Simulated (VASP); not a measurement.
A run of VASP 6.6.1 is set up as follows.

The input INCAR:

```
ALGO     = Normal         # electronic algorithm
EDIFF    = 1E-6           # SCF threshold, eV
ENCUT    = 520            # plane-wave cutoff, eV
GGA      = PS             # functional
ISIF     = 2              # what is computed and relaxed
ISMEAR   = -1             # smearing method
LASPH    = True           # aspherical terms in the spheres
LCHARG   = False          # write CHGCAR
LREAL    = False          # projectors in reciprocal space
LWAVE    = False          # write WAVECAR
NBANDS   = 18             # bands
NELM     = 80             # most SCF steps
PREC     = Accurate       # precision mode
SIGMA    = 0.03           # smearing width, eV
```

File KPOINTS:

```
k-points
0
Gamma
  14 14 8
```

File POSCAR:

```
Au
1.0
    2.9579983786      0.0000000000      0.0000000000
   -1.4789991893      2.5617017403      0.0000000000
    0.0000000000      0.0000000000      4.8800000000
Au
2
Direct
    0.3333333333      0.6666666667      0.7500000000
    0.6666666667      0.3333333333      0.2500000000
```

Potentials or basis: VASP PAW PBE potentials, release 64 (Au).

Run with:

```sh
$ cat potpaw_PBE.64/Au/POTCAR > POTCAR
$ mpirun -np 1 vasp_std > vasp.out
```

Predict the band gap on the k mesh.

zero (band 11 reaches 11.50 eV, above the bottom of band 12 at 5.48 eV).

Estimate the pressure.

-11.2 GPa.

Stress tensor (GPa, compression positive):
```
-11.40   0.00   0.00
  0.00 -11.40   0.00
  0.00   0.00 -10.83
```

Caveat: the cell differs from its parent crystal (equal xx and yy strain of +2 %); the PAW data sets were made with another functional, which shifts forces and pressure a little; spin-orbit coupling is left out, which moves the levels of the heavy elements.
